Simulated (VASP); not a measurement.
# Mo (P6/mmm) in VASP: notebook, part 2 of 2

VASP 6.6.1. The steps go on from the part before.

## 4. Single point, PBEsol (strain +0.050 along x and y, -0.050 along z)

INCAR

```
SYSTEM = Mo
  PREC = Accurate
  ENCUT = 520
  EDIFF = 1E-6
  ISMEAR = 0
  SIGMA = 0.15
  LREAL = .False.
  LASPH = .True.
  NELM = 100
  ALGO = Fast
  ISIF = 2
  LWAVE = .False.
  LCHARG = .False.
  GGA = PS
  NBANDS = 13
```

KPOINTS

```
regular mesh
0
Gamma
  24 24 24
  0 0 0
```

POSCAR

```
Mo
1.0
    2.8794521958      0.0000000000      0.0000000000
   -1.4397260979      2.4936787506      0.0000000000
    0.0000000000      0.0000000000      2.3674675216
Mo
1
Direct
    0.0000000000      0.0000000000      0.5000000000
```

Potentials or basis: VASP PAW PBE potentials, release 64 (Mo_sv).

On the command line:

```bash
$ cat potpaw_PBE.64/Mo_sv/POTCAR > POTCAR
$ mpirun -np 1 vasp_std > vasp.out
```

OUTCAR:

```text
SYSTEM = Mo
   PREC = Accurate
   ENCUT = 520
   EDIFF = 1E-6
   ISMEAR = 0
   LREAL = .False.
   LASPH = .True.
   NELM = 100
   ISIF = 2
   GGA = PS

 ion  position               nearest neighbor table
   1  0.000  0.000  0.500-

  LATTYP: Found a hexagonal cell.
 ALAT       =     2.8794521958
 C/A-ratio  =     0.8221937232

  Lattice vectors:

 A1 = (   2.8794521958,   0.0000000000,   0.0000000000)
 A2 = (  -1.4397260979,   2.4936787506,   0.0000000000)
 A3 = (   0.0000000000,   0.0000000000,   2.3674675216)

Analysis of symmetry for initial positions (statically):
=====================================================================
 Subroutine PRICEL returns:
 Original cell was already a primitive cell.

 Routine SETGRP: Setting up the symmetry group for a
 hexagonal supercell.

 Subroutine GETGRP returns: Found 24 space group operations
 (whereof 24 operations were pure point group operations)
 out of a pool of 24 trial point group operations.

The static configuration has the point symmetry D_6h.

Analysis of symmetry for dynamics (positions and initial velocities):
[... 161 lines left out ...]
 val. band max:       10.8364499760   @ k =   0.4167   0.0833   0.0000
 cond. band min:      10.8443741648   @ k =   0.1250   0.0417   0.1667
 fundamental gap:      0.0079241889
 Fermi energy:        10.8388231389

 k-point     1 :       0.0000    0.0000    0.0000
  band No.  band energies     occupation
      1     -50.0251      2.00000
      2     -23.5565      2.00000
      3     -23.5565      2.00000
      4     -22.5438      2.00000
      5       4.3285      2.00000
      6       6.4559      2.00000
      7       9.8811      2.00000
      8       9.8811      2.00000
      9      15.6526      0.00000
     10      15.6526      0.00000
     11      23.0122      0.00000
     12      29.7563      0.00000
     13      29.7582      0.00000
[... 354 lines left out ...]
  band No.  band energies     occupation
      1     -49.8988      2.00000
      2     -24.4448      2.00000
      3     -23.7756      2.00000
      4     -22.4651      2.00000
      5       6.3707      2.00000
      6       7.1435      2.00000
      7      11.2595      0.00007
      8      13.7250      0.00000
      9      14.4518      0.00000
     10      15.2063      0.00000
     11      19.4520      0.00000
     12      22.8135      0.00000
     13      29.2879      0.00000

 [... further k-points ...]
[... 5 lines left out ...]
  --------------------------------------------------------------------------------------
  -------------------------------------------------------------------------------------
  Total       -1.4803369     -1.4803369      1.3530412      0.0000000      0.0000000      0.0000000
  in kB     -139.5200854   -139.5200854    127.5226139      0.0000000      0.0000000      0.0000000
  external PRESSURE =     -50.5058523 kB  Pullay stress =       0.0000000 kB

 VOLUME and BASIS-vectors are now :
 -----------------------------------------------------------------------------
  energy-cutoff  :      520.00
  volume of cell :       17.00
      direct lattice vectors                 reciprocal lattice vectors
     2.879452196  0.000000000  0.000000000     0.347288280  0.200506982  0.000000000
    -1.439726098  2.493678751  0.000000000     0.000000000  0.401013964  0.000000000
     0.000000000  0.000000000  2.367467522     0.000000000  0.000000000  0.422392278

 POSITION                                       TOTAL-FORCE (eV/Angst)
 -----------------------------------------------------------------------------------
      0.00000      0.00000      1.18373        -0.000000      0.000000      0.000000
 -----------------------------------------------------------------------------------
    total drift:                               -0.000000     -0.000000      0.000000

  FREE ENERGIE OF THE ION-ELECTRON SYSTEM (eV)
  ---------------------------------------------------
  free  energy   TOTEN  =       -10.7736819966 eV

  energy  without entropy=      -10.7620917147  energy(sigma->0) =      -10.76788686
```

stdout:

```text
POSCAR found type information on POSCAR Mo
 POSCAR found :  1 types and       1 ions
 scaLAPACK will be used
 -----------------------------------------------------------------------------
|                                                                             |
|                                                                             |
|     You enforced a specific xc type in the INCAR file but a different       |
|     I HOPE YOU KNOW WHAT YOU ARE DOING!                                     |
|                                                                             |
 -----------------------------------------------------------------------------

 LDA part: xc-table for (Slater+PW92), standard interpolation
 POSCAR, INCAR and KPOINTS ok, starting setup
 FFT: planning ... GRIDC
 FFT: planning ... GRID_SOFT
 FFT: planning ... GRID
 WAVECAR not read
 entering main loop
```

It took 61 s on 1 thread of Intel Xeon Platinum 8375C at 2.90GHz (Ice Lake), shared host; peak memory 0.27 GiB.

What came out:

| Quantity | Value |
| --- | --- |
| Free energy | -10.7737 eV |
| Pressure | -5.1 GPa |
| Band gap on the k mesh | zero (band 7 reaches 11.57 eV, above the bottom of band 8 at 9.88 eV) |

Caveat: the cell differs from its parent crystal (strain +0.050 along x and y, -0.050 along z); the PAW data sets were made with another functional, which shifts forces and pressure a little.

## 5. The runs side by side

| cell | gap on the mesh (eV) | pressure (GPa) |
| --- | --- | --- |
| a = 2.742, b = 2.742, c = 2.554 Å, angles 90.0, 90.0, 120.0°, 1 atom | none | -4.6 |
| a = 2.811, b = 2.811, c = 2.430 Å, angles 90.0, 90.0, 120.0°, 1 atom | none | -3.4 |
| a = 2.879, b = 2.879, c = 2.367 Å, angles 90.0, 90.0, 120.0°, 1 atom | none | -5.1 |

Alike in all rows: task single point; level PBEsol; potentials or basis VASP PAW PBE potentials, release 64 (Mo_sv); no spin polarisation; k mesh 24 × 24 × 24; cutoff (eV) 520; smearing gaussian 0.15 eV.

Caveats: the PAW data sets were made with another functional, which shifts forces and pressure a little.

Total energies depend on the potentials used, so only differences within one code and one set of settings carry meaning.
